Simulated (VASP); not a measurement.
# PrGa7As8 (F-43m) in VASP: single point with PBEsol

Aim: the single point of PrGa7As8 with PBEsol.

All numbers are computed with VASP 6.6.1; they aren't measurements. Logs are shortened: lines on timing, memory, paths and dates and some standing lists are left out, and cuts for length are marked.

## 1. The cell of the first run

Symmetry: F-43m, No. 216, cubic system. Conventional cell: a = 11.307 Å, b = 11.307 Å, c = 11.307 Å, α = 90.00°, β = 90.00°, γ = 90.00°. Within 3.5 Å of Pr (site symmetry -43m) lie 4 As at 2.68 Å. Within 3.2 Å of Ga (site symmetry 2mm) lie 4 As at 2.39 to 2.44 Å. Ga (site symmetry -43m) has 4 As at 2.45 Å within 3.2 Å. As (site symmetry 3m) has 3 Ga at 2.39 Å and 1 Pr at 2.68 Å within 3.2 Å. Within 3.2 Å of As (site symmetry 3m) lie 4 Ga at 2.44 to 2.45 Å.

## 2. Single point, PBEsol, collinear spin, ferromagnetic start

Input file INCAR:

```
SYSTEM = PrGa7As8
ALGO = Normal
EDIFF = 1E-6
ENCUT = 600
GGA = PS
GGA_COMPAT = .False.
ISIF = 2
ISMEAR = 0
ISPIN = 2
LASPH = .True.
LCHARG = .True.
LELF = .True.
LMAXMIX = 6
LORBIT = 11
LREAL = .False.
LVHAR = .True.
LWAVE = .False.
MAGMOM = 2.04 0 0 0 0 0 0 0 -0.02 -0.02 -0.02 0 -0.02 0 0 0
NBANDS = 90
NELM = 200
PREC = Accurate
SIGMA = 0.05
```

Input file KPOINTS:

```
k-points
0
Gamma
  3 3 3
  0 0 0
```

Input file POSCAR:

```
PrGa7As8
1.0
    0.0000000000      5.6537000000      5.6537000000
    5.6537000000      0.0000000000      5.6537000000
    5.6537000000      5.6537000000      0.0000000000
Pr Ga As
1 7 8
Direct
    1.0000000000      0.0000000000      0.0000000000
    0.9988923165      0.9988923165      0.5011076835
    0.9988923165      0.5011076835      0.9988923165
    0.9988923165      0.5011076835      0.5011076835
    0.5011076835      0.9988923165      0.9988923165
    0.5011076835      0.9988923165      0.5011076835
    0.5011076835      0.5011076835      0.9988923165
    0.5000000000      0.5000000000      0.5000000000
    0.1368243737      0.1368243737      0.1368243737
    0.1368243737      0.1368243737      0.5895268789
    0.1368243737      0.5895268789      0.1368243737
    0.1254051843      0.6248649386      0.6248649386
    0.5895268789      0.1368243737      0.1368243737
    0.6248649386      0.1254051843      0.6248649386
    0.6248649386      0.6248649386      0.1254051843
    0.6248649386      0.6248649386      0.6248649386
```

Potentials or basis: VASP PAW PBE potentials, release 64 (Pr, Ga_d, As).

Launch:

```console
> cat potpaw_PBE.64/Pr/POTCAR potpaw_PBE.64/Ga_d/POTCAR potpaw_PBE.64/As/POTCAR > POTCAR
> mpirun -np 1 vasp_std > vasp.out
```

OUTCAR:

```text
SYSTEM = PrGa7As8
   EDIFF = 1E-6
   ENCUT = 600
   GGA = PS
   ISIF = 2
   ISMEAR = 0
   ISPIN = 2
   LASPH = .True.
   LORBIT = 11
   LREAL = .False.
   NELM = 200
   PREC = Accurate

 ion  position               nearest neighbor table
   1  0.000  0.000  0.000-  10 2.68  11 2.68  13 2.68   9 2.68
   2  0.999  0.999  0.501-   9 2.39  10 2.39  12 2.44  14 2.44
   3  0.999  0.501  0.999-   9 2.39  11 2.39  12 2.44  15 2.44
   4  0.999  0.501  0.501-  10 2.39  11 2.39  16 2.44  12 2.44
   5  0.501  0.999  0.999-   9 2.39  13 2.39  14 2.44  15 2.44
   6  0.501  0.999  0.501-  10 2.39  13 2.39  16 2.44  14 2.44
[... 8 lines left out ...]
  15  0.625  0.625  0.125-   3 2.44   5 2.44   7 2.44   8 2.45
  16  0.625  0.625  0.625-   4 2.44   6 2.44   7 2.44   8 2.45

  LATTYP: Found a face centered cubic cell.
 ALAT       =    11.3074000000

  Lattice vectors:

 A1 = (   0.0000000000,   5.6537000000,   5.6537000000)
 A2 = (   5.6537000000,   0.0000000000,   5.6537000000)
 A3 = (   5.6537000000,   5.6537000000,   0.0000000000)

Analysis of symmetry for initial positions (statically):
=====================================================================
 Subroutine PRICEL returns:
 Original cell was already a primitive cell.

 Routine SETGRP: Setting up the symmetry group for a
 face centered cubic supercell.

 Subroutine GETGRP returns: Found 24 space group operations
 (whereof 24 operations were pure point group operations)
 out of a pool of 48 trial point group operations.

The static configuration has the point symmetry T_d .

Analysis of symmetry for dynamics (positions and initial velocities):
=====================================================================
 Subroutine PRICEL returns:
 Original cell was already a primitive cell.

 Routine SETGRP: Setting up the symmetry group for a
 face centered cubic supercell.

 Subroutine GETGRP returns: Found 24 space group operations
 (whereof 24 operations were pure point group operations)
 out of a pool of 48 trial point group operations.

The dynamic configuration has the point symmetry T_d .

Analysis of structural, dynamic, and magnetic symmetry:
=====================================================================
 Subroutine PRICEL returns:
 Original cell was already a primitive cell.

 Routine SETGRP: Setting up the symmetry group for a
 face centered cubic supercell.

 Subroutine GETGRP returns: Found 24 space group operations
 (whereof 24 operations were pure point group operations)
 out of a pool of 48 trial point group operations.

The overall configuration has the point symmetry T_d .

 Subroutine INISYM returns: Found 24 space group operations
 (whereof 24 operations are pure point group operations),
 and found     1 'primitive' translations

----------------------------------------------------------------------------------------

                                     Primitive cell

  volume of cell :     361.4334

  direct lattice vectors                    reciprocal lattice vectors
     0.000000000  5.653700000  5.653700000    -0.088437660  0.088437660  0.088437660
     5.653700000  0.000000000  5.653700000     0.088437660 -0.088437660  0.088437660
     5.653700000  5.653700000  0.000000000     0.088437660  0.088437660 -0.088437660

  length of vectors
     7.995539218  7.995539218  7.995539218     0.153178521  0.153178521  0.153178521

  position of ions in fractional coordinates (direct lattice)
     0.000000000  0.000000000  0.000000000
     0.998892316  0.998892316  0.501107684
     0.998892316  0.501107684  0.998892316
     0.998892316  0.501107684  0.501107684
     0.501107684  0.998892316  0.998892316
     0.501107684  0.998892316  0.501107684
[... 8 lines left out ...]
     0.624864939  0.624864939  0.125405184
     0.624864939  0.624864939  0.624864939

  ion indices of the primitive-cell ions
   primitive index   ion index
                 1           1
                 2           2
                 3           3
                 4           4
                 5           5
                 6           6
[... 8 lines left out ...]
                15          15
                16          16

[... 37 lines left out ...]
   ions per type =               1   7   8
   NGX,Y,Z   is equivalent  to a cutoff of  13.31, 13.31, 13.31 a.u.
   NGXF,Y,Z  is equivalent  to a cutoff of  26.61, 26.61, 26.61 a.u.
 SYSTEM =  PrGa7As8
   PREC   = accura    normal or accurate (medium, high low for compatibility)
   ISTART =      0    job   : 0-new  1-cont  2-samecut
   ICHARG =      2    charge: 1-file 2-atom 10-const
   ISPIN  =      2    spin polarized calculation?
   LNONCOLLINEAR =      F non collinear calculations
   LSORBIT =      F    spin-orbit coupling
   LASPH  =      T    aspherical Exc in radial PAW
   ENCUT  =  600.0 eV  44.10 Ry    6.64 a.u.  15.97 15.97 15.97*2*pi/ulx,y,z
   NELM   =    200;   NELMIN=  2; NELMDL= -5     # of ELM steps
   EDIFF  = 0.1E-05   stopping-criterion for ELM
   LREAL  =      F    real-space projection
   EDIFFG = 0.1E-04   stopping-criterion for IOM
   NSW    =      0    number of steps for IOM
   IBRION =     -1    ionic relax: 0-MD 1-quasi-New 2-CG
   NFREE  =      0    steps in history (QN), initial steepest desc. (CG)
   ISIF   =      2    stress and relaxation
   ISYM   =      2    0-nonsym 1-usesym 2-fastsym
   POTIM  = 0.5000    time-step for ionic-motion
   TEBEG  =    0.0;   TEEND  =   0.0 temperature during run
   PSTRESS=    0.0 pullay stress
   NELECT =     144.0000    total number of electrons
   NUPDOWN=      -1.0000    fix difference up-down
   EMIN   =  10.00;   EMAX   =-10.00  energy-range for DOS
   EFERMI =   0.00;   METHOD = LEGACY
   ISMEAR =     0;   SIGMA  =   0.05  broadening in eV -4-tet -1-fermi 0-gaus
   EFERMI_NEDOS =   21; number of points for ismear=-14 and -15
   IALGO  =     38    algorithm
   IMIX   =      4    mixing-type and parameters
     AMIX     =   0.40;   BMIX     =  1.00
     AMIX_MAG =   1.60;   BMIX_MAG =  1.00
  volume/ion in A,a.u.               =      22.59       152.44
  Fermi-wavevector in a.u.,A,eV,Ry     =   1.204628  2.276417 19.743799  1.451128
  Thomas-Fermi vector in A             =   2.340347
   LORBIT       =     11    0 simple, 1 ext, 2 COOP (PROOUT), +10 PAW based schemes
   GGA     = PS    functional components
   LHFCALC =     F    Hartree Fock is set to
   AEXX    =    0.0000 exact exchange contribution
   IVDW    =     0    specifies the selected vdW correction
   LEPSILON=     F    determine dielectric tensor
   LRPA    =     F    only Hartree local field effects (RPA)
 spin polarized calculation
 Gauss-broadening in eV      SIGMA  =   0.05
  energy-cutoff  :      600.00
  volume of cell :      361.43
 maximum number of plane-waves:     12074
   NGX = 31   NGY = 31   NGZ = 31

 number of electron     144.0000050 magnetization       0.6447231

 number of electron     144.0000047 magnetization      -1.9256012

 Free energy of the ion-electron system (eV)
  ---------------------------------------------------
  ext. energy  EPLUGINS =         0.00000000
  ---------------------------------------------------
  free energy    TOTEN  =       -73.74668147 eV

  energy without entropy =      -73.71921186  energy(sigma->0) =      -73.73294667

 E-fermi :   4.7123     XC(G=0):  -9.9049

 val. band max:        4.7110405521   @ k =   0.3333   0.3333   0.0000
 cond. band min:       4.7129609818   @ k =  -0.3333   0.3333   0.0000
 fundamental gap:      0.0019204297
 Fermi energy:         4.7123194014

 spin component 1

 k-point     1 :       0.0000    0.0000    0.0000
  band No.  band energies     occupation
      1     -30.2190      1.00000
      2     -12.7312      1.00000
      3     -12.7311      1.00000
      4     -12.7311      1.00000
      5     -10.7716      1.00000
      6     -10.7716      1.00000
[... 337 lines left out ...]
     83       6.9282      0.00000
     84       7.1522      0.00000
 Fermi energy:         4.7123194014

 spin component 2

 k-point     1 :       0.0000    0.0000    0.0000
  band No.  band energies     occupation
      1     -31.1050      1.00000
      2     -13.3507      1.00000
      3     -13.3507      1.00000
      4     -13.3507      1.00000
      5     -10.7721      1.00000
      6     -10.7721      1.00000
[... 337 lines left out ...]
     83       6.7584      0.00000
     84       7.0377      0.00000
 [bands above 84 left out]

------------------------ aborting loop because EDIFF is reached ----------------------------------------

  FORCE on cell =-STRESS in cart. coord.  units (eV):
  Direction    XX          YY          ZZ          XY          YZ          ZX
  --------------------------------------------------------------------------------------
  -------------------------------------------------------------------------------------
  Total       12.6383040     12.6383040     12.6383040     -0.0000000      0.0000000     -0.0000000
  in kB       56.0236119     56.0236119     56.0236119     -0.0000000      0.0000000     -0.0000000
  external PRESSURE =      56.0236119 kB  Pullay stress =       0.0000000 kB

 VOLUME and BASIS-vectors are now :
 -----------------------------------------------------------------------------
  energy-cutoff  :      600.00
  volume of cell :      361.43
      direct lattice vectors                 reciprocal lattice vectors
     0.000000000  5.653700000  5.653700000    -0.088437660  0.088437660  0.088437660
     5.653700000  0.000000000  5.653700000     0.088437660 -0.088437660  0.088437660
     5.653700000  5.653700000  0.000000000     0.088437660  0.088437660 -0.088437660

 POSITION                                       TOTAL-FORCE (eV/Angst)
 -----------------------------------------------------------------------------------
      0.00000      0.00000      0.00000         0.000000      0.000000      0.000000
      8.48055      8.48055     11.29487         0.000000      0.000000     -0.056904
      8.48055     11.29487      8.48055         0.000000     -0.056904     -0.000000
      5.66623      8.48055      8.48055         0.056904      0.000000     -0.000000
     11.29487      8.48055      8.48055        -0.056904      0.000000     -0.000000
      8.48055      5.66623      8.48055         0.000000      0.056904     -0.000000
[... 8 lines left out ...]
      4.24180      4.24180      7.06560         0.004238      0.004238     -0.004238
      7.06560      7.06560      7.06560        -0.004238     -0.004238     -0.004238
 -----------------------------------------------------------------------------------
    total drift:                                0.000003      0.000003      0.000003

  FREE ENERGIE OF THE ION-ELECTRON SYSTEM (eV)
  ---------------------------------------------------
  free  energy   TOTEN  =       -73.7466814676 eV

  energy  without entropy=      -73.7192118629  energy(sigma->0) =      -73.73294667

 total charge

# of ion       s       p       d       f       tot
--------------------------------------------------
    1        1.982   5.317   0.714   2.067  10.079
    2        0.881   0.831  10.005   0.000  11.717
    3        0.881   0.831  10.005   0.000  11.717
    4        0.881   0.831  10.005   0.000  11.717
    5        0.881   0.831  10.005   0.000  11.717
    6        0.881   0.831  10.005   0.000  11.717
[... 8 lines left out ...]
   15        1.216   1.588   0.032   0.000   2.836
   16        1.216   1.588   0.032   0.000   2.836
--------------------------------------------------
tot         17.873  24.184  71.007   2.067 115.130

 magnetization (x)

# of ion       s       p       d       f       tot
--------------------------------------------------
    1        0.008   0.036  -0.016  -1.852  -1.824
    2       -0.002  -0.001   0.000   0.000  -0.002
    3       -0.002  -0.001   0.000   0.000  -0.002
    4       -0.002  -0.001   0.000   0.000  -0.002
    5       -0.002  -0.001   0.000   0.000  -0.002
    6       -0.002  -0.001   0.000   0.000  -0.002
[... 8 lines left out ...]
   15       -0.001   0.001  -0.000   0.000  -0.001
   16       -0.001   0.001  -0.000   0.000  -0.001
--------------------------------------------------
tot         -0.001   0.130  -0.020  -1.852  -1.741
```

It took 15 min on 1 thread of Intel Xeon 6975P-C (Granite Rapids), shared host; peak memory 0.95 GiB.

What came out:

- Free energy: -73.7467 eV
- Pressure: 5.6 GPa
- Largest force: 0.098 eV/Å
- Net moment: -1.93 μB per cell
- Site moments: Pr -1.82; Ga -0.00; As +0.02, -0.00 (each value once) μB
- Valence electrons inside the program's atomic spheres: Pr 10.08; Ga 11.72, 11.68 (each value once); As 2.93, 2.84 (each value once)

Forces in eV/Å, atoms in the order of the input:
```
Pr   0.000  0.000  0.000
Ga   0.000  0.000 -0.057
Ga   0.000 -0.057  0.000
Ga   0.057  0.000  0.000
Ga  -0.057  0.000  0.000
Ga   0.000  0.057  0.000
Ga   0.000  0.000  0.057
Ga   0.000  0.000  0.000
As  -0.056 -0.056 -0.056
As   0.056  0.056 -0.056
As   0.056 -0.056  0.056
As  -0.004  0.004  0.004
As  -0.056  0.056  0.056
As   0.004 -0.004  0.004
As   0.004  0.004 -0.004
As  -0.004 -0.004 -0.004
```

Levels at points of the mesh, in eV from the Fermi level:
Spin up:
```tsv
k point	band 68	band 69	band 70	band 71	band 72	band 73	band 74	band 75
(0.00, 0.00, 0.00)	-1.41	-0.80	-0.80	-0.80	-0.21	0.31	0.31	0.31
```
Spin down:
| k point | band 71 | band 72 | band 73 | band 74 | band 75 | band 76 |
| --- | --- | --- | --- | --- | --- | --- |
| (0.00, 0.00, 0.00) | -0.86 | -0.48 | -0.04 | -0.04 | -0.04 | 0.19 |

Caveat: the magnetic or orbital state may not be the lowest; the cell stands under pressure; the PAW data sets were made with another functional, which shifts forces and pressure a little; spin-orbit coupling is left out, which moves the levels of the heavy elements; semilocal functionals describe open f shells poorly, which spoils levels, moments and volumes.
